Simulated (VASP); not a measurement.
Set up this calculation in VASP 6.6.1, as the native input.

| Quantity | Value |
| --- | --- |
| Task | single point |
| Functional | PBE |
| Potentials or basis | VASP PAW PBE potentials, release 64 (S, C_h) |
| Cutoff | 1300 eV |
| k mesh | 6 × 6 × 3 |
| Occupations | fermi-dirac, width 0.05 eV |
| Spin | no spin polarisation |
| Dipole correction | no |
| Further INCAR settings | ALGO = Normal; EDIFF = 1e-06; NBANDS = 25 |

The structure of CS2 lies in POSCAR:

```
CS2
1.0
    3.6699099767     -3.0251013855      0.0000000000
    3.6699099767      3.0251013855      0.0000000000
    0.0000000000      0.0000000000      9.9639017986
S C
4 2
Direct
    0.1764987889      0.8235012111      0.8856040259
    0.3235012111      0.6764987889      0.3856040259
    0.6764987889      0.3235012111      0.6143959741
    0.8235012111      0.1764987889      0.1143959741
    0.5000000000      0.5000000000      0.5000000000
    0.0000000000      0.0000000000      0.0000000000
```

These files were run (other wordings do the same):

INCAR

```
SYSTEM = CS2
PREC = Accurate
ENCUT = 1300
EDIFF = 1E-6
ISMEAR = -1
SIGMA = 0.05
LREAL = .FALSE.
LASPH = .TRUE.
NELM = 120
ALGO = Normal
ISIF = 2
LWAVE = .FALSE.
LCHARG = .FALSE.
GGA = PE
NBANDS = 25
GGA_COMPAT = .FALSE.
```

KPOINTS

```
Automatic mesh
0
G
  6 6 3
  0 0 0
```

Potentials or basis: VASP PAW PBE potentials, release 64 (S, C_h).

Run with:

```bash
$ cat potpaw_PBE.64/S/POTCAR potpaw_PBE.64/C_h/POTCAR > POTCAR
$ mpirun -np 1 vasp_std > vasp.out
```

It gave:

```yaml
Pressure: -0.4 GPa
Largest_force: 0.273 eV/Å
Band_gap_on_the_k_mesh: 3.43 eV
```

Caveat: this functional lacks dispersion, which holds the molecules together, so the pressure and a relaxed volume are unreliable.

Wall time 7 min on 1 thread of Intel(R) Xeon(R) Platinum 8488C (Sapphire Rapids) (shared host), peak memory 0.98 GiB.
